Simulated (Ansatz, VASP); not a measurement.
**NiSb in VASP and in Ansatz**

Contents of INCAR:

```
PREC = Accurate
ENCUT = 600
EDIFF = 1E-6
ISMEAR = 0
SIGMA = 0.1
LREAL = F
LASPH = T
NELM = 80
ALGO = Normal
ISIF = 3
LWAVE = F
LCHARG = F
GGA = PE
IBRION = 2
NSW = 100
EDIFFG = -0.01
```

Contents of KPOINTS:

```
regular mesh
0
Gamma
  16 16 16
```

Contents of POSCAR:

```
NiSb
1.0
    3.2725163405      0.0000000000      0.0000000000
    0.0000000000      3.2725163405      0.0000000000
    0.0000000000      0.0000000000      3.2725163405
Ni Sb
1 1
Direct
    0.0000000000      0.0000000000      0.0000000000
    0.5000000000      0.5000000000      0.5000000000
```

Input for Ansatz:

```yaml
crystal:
  lattice:
    - [3.2725163405, 0.0, 0.0]
    - [0.0, 3.2725163405, 0.0]
    - [0.0, 0.0, 3.2725163405]
  atoms:
    - { symbol: Ni, position: [0.0, 0.0, 0.0] }
    - { symbol: Sb, position: [0.5, 0.5, 0.5] }
basis:
  ecutwfc: 420
kpoints:
  mp_grid: { grid: [16, 16, 16] }
hamiltonian:
  xc: pbe
scf:
  occupations: { method: gaussian, width: 0.1 }
output:
  forces: true
  stress: true
  eigenvalues: true
  write_density: true
  write_potential: true
  elf: true
  volumetric_format: npy
relax:
  adjacent_minimum: "off"
  f_tol: 0.01
  max_steps: 80
  cell: { stress_tol: 0.05 }
```

Alike in both runs: task relaxation of cell and atoms; functional PBE; k mesh 16 × 16 × 16; occupations gaussian, width 0.1 eV; no spin polarisation.

|  | VASP | Ansatz |
| --- | --- | --- |
| version | VASP 6.6.1 | Ansatz 0.2.0 |
| potentials or method | VASP PAW PBE potentials, release 64 (Ni, Sb), cutoff 600 eV | scalar-relativistic, plane waves, PAW |
| valence electrons in the cell | 15 | 33 |

|  | VASP | Ansatz | Ansatz less VASP |
| --- | --- | --- | --- |
| gap on the k mesh at the Fermi level, each at its own relaxed structure (eV) | none | none | - |
| relaxed volume (Å³/atom) | 17.36 | 17.38 | +0.015 |
| relaxed length of the cell vector where the two differ most in proportion (Å) | 3.263 | 3.263 | +0.0009 |

A gap of «none» marks a metal or a gap that the smearing closes. VASP's potentials hold 15 valence electrons a cell and Ansatz's 33, so a difference there can come from the potentials and not from the codes.

Neither program's run includes spin-orbit coupling.
